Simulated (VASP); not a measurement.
Here is a VASP 6.6.1 calculation.

Contents of INCAR:

```
PREC = Accurate
ENCUT = 520
EDIFF = 1E-7
ISMEAR = 0
SIGMA = 0.1
LREAL = F
LASPH = T
NELM = 60
ALGO = Normal
ISIF = 2
LWAVE = F
LCHARG = T
GGA = PE
LELF = T
LVHAR = T
NBANDS = 11
```

Contents of KPOINTS:

```
regular mesh
0
Gamma
  6 6 4
```

Contents of POSCAR:

```
SiC
1.0
    2.9059234529      0.0000000030      0.0000000000
   -1.4529617291      2.5166035301      0.0000000000
    0.0000000000      0.0000000000      2.4965105095
Si C
1 1
Direct
    0.3333333333      0.6666666667      0.0000000000
    0.6666666667      0.3333333333      0.5000000000
```

Potentials or basis: VASP PAW PBE potentials, release 64 (Si, C).

Command:

```sh
$ cat potpaw_PBE.64/Si/POTCAR potpaw_PBE.64/C/POTCAR > POTCAR
$ mpirun -np 1 vasp_std > vasp.out
```

Predict the pressure.

0.0 GPa.

What does it give for the band gap on the k mesh?

Zero (band 4 reaches 13.07 eV, above the bottom of band 5 at 8.71 eV).

Stress tensor (GPa, compression positive):
```
 0.20  0.00  0.00
 0.00  0.20  0.00
 0.00  0.00 -0.31
```

Caveat: the k points lie up to 0.63 Å⁻¹ apart.
